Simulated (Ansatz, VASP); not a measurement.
# Se: VASP beside Ansatz

```
Se
1.0
     4.36620    0.00000    0.00000
    -2.18310    3.78124    0.00000
     0.00000    0.00000    4.95360
Se
3
Direct
  0.77460 0.77460 0.00000
  0.00000 0.22540 0.66667
  0.22540 0.00000 0.33333
```

Alike in both runs: task relaxation of cell and atoms; functional PBEsol; dispersion D3(BJ); k mesh 7 × 7 × 6; occupations fermi-dirac, width 0.05 eV; no spin polarisation.

```csv
,VASP,Ansatz
version,VASP 6.6.1,Ansatz 0.2.0
potentials or method,"VASP PAW PBE potentials, release 64 (Se)",Ansatz PAW
plane-wave cutoff (eV),600,420
valence electrons in the cell,18,48
```

Ansatz gave:

| Item | Value |
| --- | --- |
| gap on the k mesh at the Fermi level, each at its own relaxed structure (eV) | 0.81 |
| relaxed volume (Å³/atom) | 22.39 |
| relaxed cell length with the largest relative difference (Å) | 5.142 |

Q: Estimate VASP's values.

A: gap on the k mesh at the Fermi level, each at its own relaxed structure (eV): 0.81; relaxed volume (Å³/atom): 22.41; relaxed cell length with the largest relative difference (Å): 5.146.

VASP's potentials were made for PBE, not for PBEsol. VASP's potentials hold 18 valence electrons a cell and Ansatz's 48, so a difference there can come from the potentials and not from the codes.

Noted on VASP's run: the volume moved by over 15 % at a fixed basis, so the end points are rough. Noted on Ansatz's run: the volume moved by over 15 % at a fixed basis, so the end points are rough; odd divisions of the mesh miss points on the zone boundary, where band edges often lie, so the gap on the mesh can be too wide; the plane-wave basis is chosen anew once the cell has moved, so the energies of steps on either side of that aren't comparable.
